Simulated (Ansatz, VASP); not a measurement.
**Cd in VASP and in Ansatz**

The input INCAR:

```
SYSTEM = Cd
ALGO = Normal ; EDIFF = 1E-6
ENCUT = 630 ; GGA = PE
GGA_COMPAT = .False. ; ISIF = 2
ISMEAR = 0 ; LASPH = .True.
LCHARG = .False. ; LREAL = .False.
LWAVE = .False. ; NBANDS = 27
NELM = 120 ; PREC = Accurate
SIGMA = 0.1
```

KPOINTS

```
k-points
0
Gamma
  18 18 8
  0 0 0
```

POSCAR

```
Cd
1.0
    2.9069029483      0.0000000000      0.0000000000
   -1.4534514741      2.5174517995      0.0000000000
    0.0000000000      0.0000000000      5.6504570760
Cd
2
Direct
    0.3333333333      0.6666666667      0.2500000000
    0.6666666667      0.3333333333      0.7500000000
```

Input for Ansatz:

```yaml
crystal:
  lattice:
    - [2.9069029483, 0.0, 0.0]
    - [-1.4534514741, 2.5174517995, 0.0]
    - [0.0, 0.0, 5.650457076]
  atoms:
    - { symbol: Cd, position: [0.3333333333, 0.6666666667, 0.25] }
    - { symbol: Cd, position: [0.6666666667, 0.3333333333, 0.75] }
basis:
  ecutwfc: 420
kpoints:
  mp_grid: { grid: [18, 18, 8] }
hamiltonian:
  xc: pbe
scf:
  occupations: { method: gaussian, width: 0.1 }
output:
  forces: true
  stress: true
  eigenvalues: true
```

Alike in both runs: task single point; functional PBE; k mesh 18 × 18 × 8; occupations gaussian, width 0.1 eV; no spin polarisation.

|  | VASP | Ansatz |
| --- | --- | --- |
| version | VASP 6.6.1 | Ansatz 0.2.0 |
| potentials or method | VASP PAW PBE potentials, release 64 (Cd_sv_GW), cutoff 630 eV | scalar-relativistic, plane waves, PAW |
| valence electrons in the cell | 40 | 40 |

VASP gave:

```
gap on the k mesh at the Fermi level (eV)                     : none
pressure (GPa)                                                : 6.3
traceless stress, the component that is largest in VASP (GPa) : -2.35
```

Problem. What did Ansatz give for the same quantities?

Solution. gap on the k mesh at the Fermi level (eV): none; pressure (GPa): 6.5; traceless stress, the component that is largest in VASP (GPa): -2.36.

A gap of «none» marks a metal or a gap that the smearing closes.
